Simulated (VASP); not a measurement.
Input of a VASP 6.6.1 run:

INCAR

```
ALGO = Normal ; EDIFF = 1E-7
EDIFFG = -0.01 ; ENCUT = 600
GGA = PE ; IBRION = 2
ISIF = 4 ; ISMEAR = 0
LASPH = T ; LCHARG = F
LREAL = F ; LWAVE = F
NELM = 60 ; NSW = 50
PREC = Accurate ; SIGMA = 0.1
```

The input KPOINTS:

```
k-points
0
Gamma
  12 12 6
```

The input POSCAR:

```
Ge
1.0
    3.9738737804      0.0000000000      0.0000000000
   -1.9869368902      3.4414756453      0.0000000000
    0.0000000000      0.0000000000      6.5606603594
Ge
4
Direct
    0.6666666667      0.3333333333      0.0629628720
    0.3333333333      0.6666666667      0.5629628720
    0.6666666667      0.3333333333      0.4370371280
    0.3333333333      0.6666666667      0.9370371280
```

Potentials or basis: VASP PAW PBE potentials, release 64 (Ge_d).

The run is started by

```console
$ cat potpaw_PBE.64/Ge_d/POTCAR > POTCAR
$ mpirun -np 1 vasp_std > vasp.out
```

Predict the band gap on the k mesh.

zero (bands 28 and 29 overlap by 0.06 eV).

Forces in eV/Å, atoms in the order of the input:
```
Ge   0.000  0.000  0.004
Ge   0.000  0.000  0.004
Ge   0.000  0.000 -0.004
Ge   0.000  0.000 -0.004
```

Caveat: the relaxation stopped at its first step, so nothing moved; semilocal functionals underestimate gaps, so a narrow gap can read as zero.
